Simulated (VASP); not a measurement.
Wanted: the native input for a VASP 6.6.1 run.

* Task: single point
* Functional: PBE
* Potentials or basis: VASP PAW PBE potentials, release 64 (Ca_sv)
* Cutoff: 520 eV
* k mesh: 6 × 6 × 4
* Occupations: gaussian, width 0.1 eV
* Spin: no spin polarisation
* Dipole correction: no
* Further INCAR settings: ALGO = Normal; EDIFF = 1e-07; NBANDS = 17

The structure of Ca lies in POSCAR:

```
Ca
1.0
    3.8958434473      0.0000000000      0.0000000000
   -1.9479217237      3.3738993945      0.0000000000
    0.0000000000      0.0000000000      6.4558499819
Ca
2
Direct
    0.3333333333      0.6666666667      0.7500000000
    0.6666666667      0.3333333333      0.2500000000
```

This isn't the form of Ca at room conditions, which is fcc.

One way to write it, as run:

INCAR

```
SYSTEM = Ca
PREC     = Accurate       ! precision mode
ENCUT    = 520            ! plane-wave cutoff, eV
EDIFF    = 1E-7           ! SCF threshold, eV
ISMEAR   = 0              ! smearing method
SIGMA    = 0.1            ! smearing width, eV
LREAL    = .False.        ! projectors in reciprocal space
LASPH    = .True.         ! aspherical terms in the spheres
NELM     = 60             ! most SCF steps
ALGO     = Normal         ! electronic algorithm
ISIF     = 2              ! what is computed and relaxed
LWAVE    = .False.        ! write WAVECAR
LCHARG   = .True.         ! write CHGCAR
GGA      = PE             ! functional
LELF     = .True.         ! ELF
LVHAR    = .True.       
NBANDS   = 17             ! bands
```

KPOINTS

```
Automatic mesh
0
Gamma
  6 6 4
  0 0 0
```

Potentials or basis: VASP PAW PBE potentials, release 64 (Ca_sv).

Launch:

```sh
$ cat potpaw_PBE.64/Ca_sv/POTCAR > POTCAR
$ mpirun -np 1 vasp_std > vasp.out
```

Results of the run:

```yaml
Pressure: 0.0 GPa
Band_gap_on_the_k_mesh: zero (bands 10 and 11 overlap by 0.41 eV)
```

It took 20 s on 1 thread of Oxide Virtual Turin-like Processor (shared host), peak memory 0.16 GiB.
